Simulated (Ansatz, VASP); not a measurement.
## Al in VASP and in Ansatz

```
Al
1.0
     3.04920    0.00000    0.00000
    -1.52460    2.64068    0.00000
     0.00000    0.00000    4.86090
Al
2
Cartesian
  1.5246 0.8802 3.6457
  0.0000 1.7605 1.2152
```

Alike in both runs: task single point; functional PBEsol; k mesh 18 × 18 × 10; occupations gaussian, width 0.15 eV; no spin polarisation.

|  | VASP | Ansatz |
| --- | --- | --- |
| version | VASP 6.6.1 | Ansatz 0.2.0 |
| potentials or method | VASP PAW PBE potentials, release 64 (Al), cutoff 520 eV | scalar-relativistic, plane waves, PAW |
| valence electrons in the cell | 6 | 6 |

```tsv
	VASP	Ansatz	Ansatz less VASP
gap on the k mesh at the Fermi level (eV)	none	none	-
pressure (GPa)	-9.4	-9.4	-0.03
traceless stress, the component that is largest in VASP (GPa)	0.42	0.42	-0.006
```

VASP's potentials were made for PBE, not for PBEsol, and Ansatz warns of the same on its side. A gap of «none» marks a metal or a gap that the smearing closes.
